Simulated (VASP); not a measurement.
Input of a VASP 6.6.1 run:

INCAR

```
SYSTEM = Cu3Pt
ALGO = Normal
EDIFF = 1E-8
ENCUT = 520
GGA = CA
ISIF = 2
ISMEAR = -1
LASPH = .TRUE.
LCHARG = .FALSE.
LEFG = .TRUE.
LREAL = .FALSE.
LWAVE = .FALSE.
NBANDS = 30
NELM = 60
PREC = Accurate
SIGMA = 0.05
```

The input KPOINTS:

```
k-points
0
G
  9 9 9
  0 0 0
```

The input POSCAR:

```
Cu3Pt
1.0
    3.7223256719      0.0000000000      0.0000000000
    0.0000000000      3.7223256719      0.0000000000
    0.0000000000      0.0000000000      3.7223256719
Cu Pt
3 1
Direct
    0.0000000000      0.5000000000      0.5000000000
    0.5000000000      0.0000000000      0.5000000000
    0.5000000000      0.5000000000      0.0000000000
    0.0000000000      0.0000000000      0.0000000000
```

Potentials or basis: VASP PAW LDA potentials, release 64 (Cu, Pt).

Run with:

```sh
$ cat potpaw_LDA.64/Cu/POTCAR potpaw_LDA.64/Pt/POTCAR > POTCAR
$ mpirun -np 1 vasp_std > vasp.out
```

Question: Estimate the pressure.

Answer: -12.8 GPa.

Electric field gradients, principal values (V/Å²):
```
atom    least   middle  greatest (by size)
1 Cu  -13.866  -13.866              27.732
2 Cu  -13.866  -13.866              27.732
3 Cu  -13.866  -13.866              27.732
4 Pt    0.000    0.000               0.000
```

Caveat: without QUAD_EFG the Cq values of the log hold for a quadrupole moment of 1 mb, not for the nuclei.
